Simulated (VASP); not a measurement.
Write the native input for VASP 6.6.1 that does the following.

| Item | Value |
| --- | --- |
| Task | single point |
| Functional | PBE |
| Potentials or basis | VASP PAW PBE potentials, release 64 (Ta_pv) |
| Cutoff | 500 eV |
| k mesh | 18 × 18 × 18 |
| Occupations | gaussian, width 0.05 eV |
| Spin | no spin polarisation |
| Dipole correction | no |
| Further INCAR settings | ALGO = Normal; EDIFF = 1e-06; NBANDS = 12 |

The structure of Ta lies in POSCAR:

```
Ta
1.0
   -1.6608405874      1.6608405874      1.6608405874
    1.6608405874     -1.6608405874      1.6608405874
    1.6608405874      1.6608405874     -1.6608405874
Ta
1
Direct
    0.0000000000      0.0000000000      0.0000000000
```

The input as run:

INCAR

```
PREC = Accurate
ENCUT = 500
EDIFF = 1E-6
ISMEAR = 0
SIGMA = 0.05
LREAL = F
LASPH = T
NELM = 120
ALGO = Normal
ISIF = 2
LWAVE = F
LCHARG = F
GGA = PE
NBANDS = 12
GGA_COMPAT = F
```

KPOINTS

```
regular mesh
0
Gamma
  18 18 18
```

Potentials or basis: VASP PAW PBE potentials, release 64 (Ta_pv).

The run is started by

```sh
$ cat potpaw_PBE.64/Ta_pv/POTCAR > POTCAR
$ mpirun -np 1 vasp_std > vasp.out
```

Results of the run:

- Pressure: -0.4 GPa
- Band gap on the k mesh: zero (an odd number of electrons rules out a gap without spin polarisation)

Caveat: spin-orbit coupling is left out, which moves the levels of the heavy elements.

Wall time 58 s on 1 thread of AMD EPYC 7R43 64-Core Processor (Zen 3), with other jobs on the host, peak memory 0.14 GiB.
